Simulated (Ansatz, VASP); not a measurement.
## One calculation of Re, two programs

Contents of INCAR:

```
  PREC = Accurate
  ENCUT = 520
  EDIFF = 1E-6
  ISMEAR = -1
  SIGMA = 0.1
  LREAL = False
  LASPH = True
  NELM = 80
  ALGO = Normal
  ISIF = 2
  LWAVE = False
  LCHARG = True
  GGA = RP
  LELF = True
  LVHAR = True
  NBANDS = 10
```

The input KPOINTS:

```
Automatic mesh
0
Gamma
  14 14 14
```

Contents of POSCAR:

```
Re
1.0
    2.5202130930      0.0000000000      0.0000000000
    0.0000000000      2.5202130930      0.0000000000
    0.0000000000      0.0000000000      2.5202130930
Re
1
Direct
    0.0000000000      0.0000000000      0.0000000000
```

Input for Ansatz:

```yaml
crystal:
  lattice:
    - [2.520213093, 0.0, 0.0]
    - [0.0, 2.520213093, 0.0]
    - [0.0, 0.0, 2.520213093]
  atoms:
    - { symbol: Re, position: [0.0, 0.0, 0.0] }
hamiltonian:
  xc: rpbe
  pseudopotentials:
    kind: paw
    azcp:
      Re: "pseudopotentials/Re.paw.azcp"
basis:
  ecutwfc: 420
  fft_grid_basis: typed
kpoints:
  mp_grid: { grid: [14, 14, 14], shift: [0, 0, 0] }
magnetization:
  spin_polarized: false
scf:
  occupations: { method: fermi_dirac, width: 0.1 }
  lower_state_search: "off"
output:
  stress: true
  write_density: true
  write_potential: true
  elf: true
  volumetric_format: npy
```

Alike in both runs: task single point; functional RPBE; k mesh 14 × 14 × 14; occupations fermi-dirac, width 0.1 eV; no spin polarisation.

```csv
,VASP,Ansatz
version,VASP 6.6.1,Ansatz 0.2.0
potentials or method,"VASP PAW PBE potentials, release 64 (Re), cutoff 520 eV","plane waves (420 eV) with PAW, scalar-relativistic"
valence electrons in the cell,7,15
```

|  | VASP | Ansatz | Ansatz less VASP |
| --- | --- | --- | --- |
| pressure (GPa) | 23.0 | 24.3 | +1.28 |

VASP's potentials were made for PBE, not for RPBE. VASP's potentials hold 7 valence electrons a cell and Ansatz's 15, so a difference there can come from the potentials and not from the codes.

Neither program's run includes spin-orbit coupling.
